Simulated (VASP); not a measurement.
Input of a VASP 6.6.1 run:

Contents of INCAR:

```
ALGO     = Normal         # electronic algorithm
EDIFF    = 1E-8           # SCF threshold, eV
ENCUT    = 520            # plane-wave cutoff, eV
GGA      = CA             # functional
ISIF     = 2              # what is computed and relaxed
ISMEAR   = -1             # smearing method
LASPH    = T              # aspherical terms in the spheres
LCHARG   = F              # write CHGCAR
LEFG     = T            
LREAL    = F              # projectors in reciprocal space
LWAVE    = F              # write WAVECAR
NBANDS   = 26             # bands
NELM     = 100            # most SCF steps
PREC     = Accurate       # precision mode
SIGMA    = 0.03           # smearing width, eV
```

File KPOINTS:

```
k-points
0
Gamma
  10 10 10
```

File POSCAR:

```
Sn2Ir
1.0
    0.0000000000      3.1584012586      3.1584012586
    3.1584012586      0.0000000000      3.1584012586
    3.1584012586      3.1584012586      0.0000000000
Sn Ir
2 1
Direct
    0.2500000000      0.2500000000      0.2500000000
    0.7500000000      0.7500000000      0.7500000000
    0.0000000000      0.0000000000      0.0000000000
```

Potentials or basis: VASP PAW LDA potentials, release 64 (Sn_d, Ir).

Run with:

```sh
$ cat potpaw_LDA.64/Sn_d/POTCAR potpaw_LDA.64/Ir/POTCAR > POTCAR
$ mpirun -np 1 vasp_std > vasp.out
```

(1) What does it give for the pressure?

(2) Predict the band gap on the k mesh.

## Answers

(1) -0.5 GPa.

(2) zero (an odd number of electrons rules out a gap without spin polarisation).

Caveat: spin-orbit coupling is left out, which moves the levels of the heavy elements.
